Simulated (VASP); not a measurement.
Set up this calculation in VASP 6.6.1, as the native input.

```
Task                   : electric field gradients
Functional             : PBE
Potentials or basis    : VASP PAW PBE potentials, release 64 (Re)
Cutoff                 : 520 eV
k mesh                 : 14 × 14 × 14
Occupations            : fermi-dirac, width 0.03 eV
Spin                   : no spin polarisation
Dipole correction      : no
Further INCAR settings : ALGO = Normal; EDIFF = 1e-08; NBANDS = 10
```

The structure of Re lies in POSCAR:

```
Re
1.0
    0.0000000000      1.9750000000      1.9750000000
    1.9750000000      0.0000000000      1.9750000000
    1.9750000000      1.9750000000      0.0000000000
Re
1
Direct
    0.0000000000      0.0000000000      0.0000000000
```

One way to write it, as run:

INCAR

```
PREC     = Accurate       # precision mode
ENCUT    = 520            # plane-wave cutoff, eV
EDIFF    = 1E-8           # SCF threshold, eV
ISMEAR   = -1             # smearing method
SIGMA    = 0.03           # smearing width, eV
LREAL    = False          # projectors in reciprocal space
LASPH    = True           # aspherical terms in the spheres
NELM     = 60             # most SCF steps
ALGO     = Normal         # electronic algorithm
ISIF     = 2              # what is computed and relaxed
LWAVE    = False          # write WAVECAR
LCHARG   = False          # write CHGCAR
GGA      = PE             # functional
LEFG     = True         
NBANDS   = 10             # bands
```

KPOINTS

```
Automatic mesh
0
Gamma
  14 14 14
```

Potentials or basis: VASP PAW PBE potentials, release 64 (Re).

Command:

```console
$ cat potpaw_PBE.64/Re/POTCAR > POTCAR
$ mpirun -np 1 vasp_std > vasp.out
```

It gave:

```json
{"Pressure": "-9.8 GPa"}
```

Caveat: without QUAD_EFG the Cq values of the log hold for a quadrupole moment of 1 mb, not for the nuclei.

It took 18 s on 1 thread of Intel(R) Xeon(R) Platinum 8375C CPU @ 2.90GHz (Ice Lake) (shared host), peak memory 0.15 GiB.
